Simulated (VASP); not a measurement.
# Eu (Im-3m) in VASP: notebook

The runs below take Eu through single point, with PBE.

All numbers are computed with VASP 6.6.1; they aren't measurements. Logs are shortened: lines on timing, memory, paths and dates and some standing lists are left out, and cuts for length are marked.

## (1) The cell of the first run

Symmetry: Im-3m, No. 229, cubic system. Conventional cell: a = 4.389 Å, b = 4.389 Å, c = 4.389 Å, α = 90.00°, β = 90.00°, γ = 90.00°. Eu (site symmetry m-3m) has 14 Eu at 3.80 to 4.39 Å within 5.0 Å.

## (2) Single point, PBE, non-collinear spin, typed start, spin-orbit coupling

File INCAR:

```
SYSTEM = Eu
PREC = Accurate
ENCUT = 520
EDIFF = 1E-7
ISMEAR = 0
SIGMA = 0.05
LREAL = .FALSE.
LASPH = .TRUE.
NELM = 150
ALGO = Normal
ISIF = 2
LWAVE = .FALSE.
LCHARG = .FALSE.
LNONCOLLINEAR = .TRUE.
MAGMOM = 0 0 7.08
LORBIT = 11
LSORBIT = .TRUE.
GGA_COMPAT = .FALSE.
LORBMOM = .TRUE.
LMAXMIX = 6
GGA = PE
NBANDS = 28
```

File KPOINTS:

```
regular mesh
0
G
  14 14 14
  0 0 0
```

File POSCAR:

```
Eu
1.0
   -2.1943825301      2.1943825301      2.1943825301
    2.1943825301     -2.1943825301      2.1943825301
    2.1943825301      2.1943825301     -2.1943825301
Eu
1
Direct
    0.0000000000      0.0000000000      0.0000000000
```

Potentials or basis: VASP PAW PBE potentials, release 64 (Eu).

Started as:

```
> cat potpaw_PBE.64/Eu/POTCAR > POTCAR
> mpirun -np 1 vasp_ncl > vasp.out
```

OUTCAR:

```text
SYSTEM = Eu
   PREC = Accurate
   ENCUT = 520
   EDIFF = 1E-7
   ISMEAR = 0
   LREAL = .FALSE.
   LASPH = .TRUE.
   NELM = 150
   ISIF = 2
   LNONCOLLINEAR = .TRUE.
   LORBIT = 11
   LSORBIT = .TRUE.
   GGA = PE

 ion  position               nearest neighbor table
   1  0.000  0.000  0.000-

  LATTYP: Found a body centered cubic cell.
 ALAT       =     4.3887650602

  Lattice vectors:

 A1 = (  -2.1943825301,   2.1943825301,   2.1943825301)
 A2 = (   2.1943825301,  -2.1943825301,   2.1943825301)
 A3 = (   2.1943825301,   2.1943825301,  -2.1943825301)

Analysis of symmetry for initial positions (statically):
=====================================================================
 Subroutine PRICEL returns:
 Original cell was already a primitive cell.

 Routine SETGRP: Setting up the symmetry group for a
 body centered cubic supercell.

 Subroutine GETGRP returns: Found 48 space group operations
 (whereof 48 operations were pure point group operations)
 out of a pool of 48 trial point group operations.

The static configuration has the point symmetry O_h .

Analysis of symmetry for dynamics (positions and initial velocities):
=====================================================================
 Subroutine PRICEL returns:
 Original cell was already a primitive cell.

 Routine SETGRP: Setting up the symmetry group for a
 body centered cubic supercell.

 Subroutine GETGRP returns: Found 48 space group operations
 (whereof 48 operations were pure point group operations)
 out of a pool of 48 trial point group operations.

The dynamic configuration has the point symmetry O_h .

Analysis of structural, dynamic, and magnetic symmetry:
=====================================================================
 Subroutine PRICEL returns:
 Original cell was already a primitive cell.

 Routine SETGRP: Setting up the symmetry group for a
 body centered cubic supercell.

 Subroutine GETGRP returns: Found  8 space group operations
 (whereof  8 operations were pure point group operations)
 out of a pool of 48 trial point group operations.

The overall configuration has the point symmetry C_4h.

[... 155 lines left out ...]
  band No.  band energies     occupation
      1     -39.5864      1.00000
      2     -36.4898      1.00000
      3     -20.1491      1.00000
      4     -19.4394      1.00000
      5     -16.9723      1.00000
      6     -15.8424      1.00000
[... 733 lines left out ...]
     27       6.0669      0.00000
     28       6.1741      0.00000

 [... further k-points ...]

------------------------ aborting loop because EDIFF is reached ----------------------------------------

  FORCE on cell =-STRESS in cart. coord.  units (eV):
  Direction    XX          YY          ZZ          XY          YZ          ZX
  --------------------------------------------------------------------------------------
  -------------------------------------------------------------------------------------
  Total       -0.1179697     -0.1179697     -0.1176264      0.0000000      0.0000000      0.0000000
  in kB       -4.4718190     -4.4718190     -4.4588030      0.0000008      0.0000000      0.0000000
  external PRESSURE =      -4.4674803 kB  Pullay stress =       0.0000000 kB

 VOLUME and BASIS-vectors are now :
 -----------------------------------------------------------------------------
  energy-cutoff  :      520.00
  volume of cell :       42.27
      direct lattice vectors                 reciprocal lattice vectors
    -2.194382530  2.194382530  2.194382530     0.000000000  0.227854530  0.227854530
     2.194382530 -2.194382530  2.194382530     0.227854530  0.000000000  0.227854530
     2.194382530  2.194382530 -2.194382530     0.227854530  0.227854530  0.000000000

 POSITION                                       TOTAL-FORCE (eV/Angst)
 -----------------------------------------------------------------------------------
      0.00000      0.00000      0.00000        -0.000000      0.000000     -0.000000
 -----------------------------------------------------------------------------------
    total drift:                                0.000000      0.000000      0.000000

  FREE ENERGIE OF THE ION-ELECTRON SYSTEM (eV)
  ---------------------------------------------------
  free  energy   TOTEN  =       -12.0070331725 eV

  energy  without entropy=      -12.0052276696  energy(sigma->0) =      -12.00613042

 orbital moment (x)

 # of ion     p       d       f       tot
 ------------------------------------------------
  1        -0.000  -0.000   0.000   0.000
 ------------------------------------------------
           -0.000  -0.000   0.000   0.000

 orbital moment (y)

 # of ion     p       d       f       tot
 ------------------------------------------------
  1         0.000   0.000  -0.000   0.000
 ------------------------------------------------
            0.000   0.000  -0.000   0.000

 orbital moment (z)

 # of ion     p       d       f       tot
 ------------------------------------------------
  1        -0.014  -0.009  -0.188  -0.210
 ------------------------------------------------
           -0.014  -0.009  -0.188  -0.210

 Spin-Orbit-Coupling matrix elements

 Ion:    1  E_soc:     -1.1385026
 l=   1
     0.0000000    -0.1536396    -0.1542236
    -0.1536396     0.0000000    -0.1536396
    -0.1542236    -0.1536396     0.0000000
 l=   2
     0.0000000     0.0000524     0.0000000     0.0000524    -0.0006120
     0.0000524     0.0000000    -0.0002869    -0.0000026    -0.0000959
     0.0000000    -0.0002869     0.0000000    -0.0002869     0.0000000
     0.0000524    -0.0000026    -0.0002869     0.0000000    -0.0000959
    -0.0006120    -0.0000959     0.0000000    -0.0000959     0.0000000
 l=   3
     0.0000000    -0.0050463     0.0000000     0.0000000     0.0000000    -0.0050252    -0.0082346
    -0.0050463     0.0000000    -0.0083582     0.0000000    -0.0083582    -0.0034293    -0.0050463
     0.0000000    -0.0083582     0.0000000    -0.0201479    -0.0009977    -0.0083282     0.0000000
     0.0000000     0.0000000    -0.0201479     0.0000000    -0.0201479     0.0000000     0.0000000
     0.0000000    -0.0083582    -0.0009977    -0.0201479     0.0000000    -0.0083282     0.0000000
    -0.0050252    -0.0034293    -0.0083282     0.0000000    -0.0083282     0.0000000    -0.0050252
    -0.0082346    -0.0050463     0.0000000     0.0000000     0.0000000    -0.0050252     0.0000000

 total charge

# of ion       s       p       d       f       tot
--------------------------------------------------
    1        2.085   5.745   0.293   6.637  14.760

 magnetization (x)

# of ion       s       p       d       f       tot
--------------------------------------------------
    1        0.000   0.000   0.000   0.000   0.000

 magnetization (y)

# of ion       s       p       d       f       tot
--------------------------------------------------
    1        0.000   0.000   0.000   0.000   0.000

 magnetization (z)

# of ion       s       p       d       f       tot
--------------------------------------------------
    1       -0.004  -0.090   0.121   6.598   6.624
```

OSZICAR:

```text
N       E                     dE             d eps       ncg     rms          rms(c)
DAV:   1     0.143386827002E+03    0.14339E+03   -0.57917E+03 26612   0.507E+03
DAV:   2     0.299807840188E+02   -0.11341E+03   -0.98917E+02 28780   0.375E+02
DAV:   3    -0.447909401374E+01   -0.34460E+02   -0.33654E+02 31408   0.214E+02
[... 16 lines left out ...]
DAV:  20    -0.120070331004E+02   -0.25233E-05   -0.13179E-05 39104   0.765E-02    0.308E-02
DAV:  21    -0.120070332911E+02   -0.19072E-06   -0.35199E-06 41720   0.161E-02    0.251E-02
DAV:  22    -0.120070329678E+02    0.32333E-06   -0.14330E-06 40444   0.314E-02    0.152E-02
DAV:  23    -0.120070330775E+02   -0.10976E-06   -0.44579E-07 35192   0.146E-02    0.793E-03
DAV:  24    -0.120070331725E+02   -0.94961E-07   -0.68931E-08 26032   0.813E-03
   1 F= -.12007033E+02 E0= -.12006130E+02  d E =-.180550E-02  mag=    -0.0000    -0.0000     7.1945
```

Run time: 21 min. Hardware: 1 thread of AMD EPYC 9R14 (Zen 4), shared host; peak memory 0.73 GiB.

What came out:

```yaml
Free_energy: -12.0070 eV
Pressure: -0.4 GPa
Net_moment: 7.19 μB per cell
Valence_electrons_inside_the_program's_atomic_spheres: Eu 14.76
```

Moments on the atoms (μB; x, y, z):
```
Eu  0.00 0.00 6.62
```

The state reached can hang on the start; a lower one may exist.

## (3) Single point, PBE, collinear spin, ferromagnetic start

This run uses another cell than the first one, of 48.44 Å³/atom, 1.146 times its volume.

File INCAR:

```
SYSTEM = Eu
PREC = Accurate
ENCUT = 520
EDIFF = 1E-6
ISMEAR = 0
SIGMA = 0.05
LREAL = .False.
LASPH = .True.
NELM = 150
ALGO = Normal
ISIF = 2
LWAVE = .False.
LCHARG = .True.
ISPIN = 2
MAGMOM = 7.89
LORBIT = 11
LMAXMIX = 6
GGA = PE
LELF = .True.
LVHAR = .True.
NBANDS = 18
```

File KPOINTS:

```
regular mesh
0
Gamma
  6 6 6
  0 0 0
```

File POSCAR:

```
Eu
1.0
   -2.2963620824      2.2963620824      2.2963620824
    2.2963620824     -2.2963620824      2.2963620824
    2.2963620824      2.2963620824     -2.2963620824
Eu
1
Direct
    0.0000000000      0.0000000000      0.0000000000
```

Potentials or basis: VASP PAW PBE potentials, release 64 (Eu).

Started as:

```
> cat potpaw_PBE.64/Eu/POTCAR > POTCAR
> mpirun -np 1 vasp_std > vasp.out
```

Run time: 34 s. Hardware: 1 thread of AMD EPYC 9R14 (Zen 4), shared host; peak memory 0.17 GiB.

It converged, with:

| Property | Result |
| --- | --- |
| Free energy | -11.3980 eV |
| Pressure | -1.8 GPa |
| Net moment | 7.52 μB per cell |
| Site moments | Eu +6.74 μB |
| Valence electrons inside the program's atomic spheres | Eu 14.72 |

Levels at points of the mesh, in eV from the Fermi level:
Spin up:
```
           k point  band 8  band 9  band 10  band 11  band 12  band 13  band 14  band 15  band 16  band 17
(0.00, 0.00, 0.00)   -0.52   -0.40    -0.40    -0.40    -0.37     1.67     1.67     1.67     3.13     3.13
(0.50, 0.00, 0.00)   -0.50   -0.43    -0.41    -0.40    -0.39     0.40     0.45     3.00     3.65     5.08
(0.50, 0.50, 0.50)   -0.50   -0.50    -0.50    -0.37    -0.37    -0.37     4.19     4.19     4.19     4.62
```
Spin down:
| k point | band 2 | band 3 | band 4 | band 5 | band 6 | band 7 | band 8 | band 9 |
| --- | --- | --- | --- | --- | --- | --- | --- | --- |
| (0.00, 0.00, 0.00) | -18.07 | -18.07 | -18.07 | -3.38 | 2.66 | 2.66 | 2.66 | 4.03 |
| (0.50, 0.00, 0.00) | -18.42 | -18.18 | -18.07 | -0.77 | 1.27 | 1.37 | 3.96 | 4.16 |
| (0.50, 0.50, 0.50) | -18.32 | -18.32 | -18.32 | 0.00 | 0.00 | 3.86 | 3.86 | 3.86 |

Caveat: spin-orbit coupling is left out, which moves the levels of the heavy elements.
